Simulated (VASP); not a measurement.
A run of VASP 6.6.1:

The input INCAR:

```
PREC = Accurate ; ENCUT = 600
EDIFF = 1E-6 ; ISMEAR = 0
SIGMA = 0.1 ; LREAL = False
LASPH = True ; NELM = 200
ALGO = Normal ; ISIF = 2
LWAVE = False ; LCHARG = False
ISPIN = 2 ; MAGMOM = 3.09 2.02
LORBIT = 11 ; LMAXMIX = 4
GGA = PE ; NBANDS = 20
GGA_COMPAT = False
```

KPOINTS

```
regular mesh
0
Gamma
  14 14 14
```

Contents of POSCAR:

```
FeCo
1.0
    2.8161397378      0.0000000000      0.0000000000
    0.0000000000      2.8161397378      0.0000000000
    0.0000000000      0.0000000000      2.8161397378
Fe Co
1 1
Direct
    0.5000000000      0.5000000000      0.5000000000
    0.0000000000      0.0000000000      0.0000000000
```

Potentials or basis: VASP PAW PBE potentials, release 64 (Fe, Co).

The run is started by

```console
$ cat potpaw_PBE.64/Fe/POTCAR potpaw_PBE.64/Co/POTCAR > POTCAR
$ mpirun -np 1 vasp_std > vasp.out
```

Hardware: 1 thread of Oxide Virtual Turin-like Processor, on a shared host.

Question: Estimate the wall time of this run.

Answer: It took 3.3 min on 1 thread of Oxide Virtual Turin-like Processor, on a shared host, peak memory 0.2 GiB. Counts: scf iterations 15, k points 120.
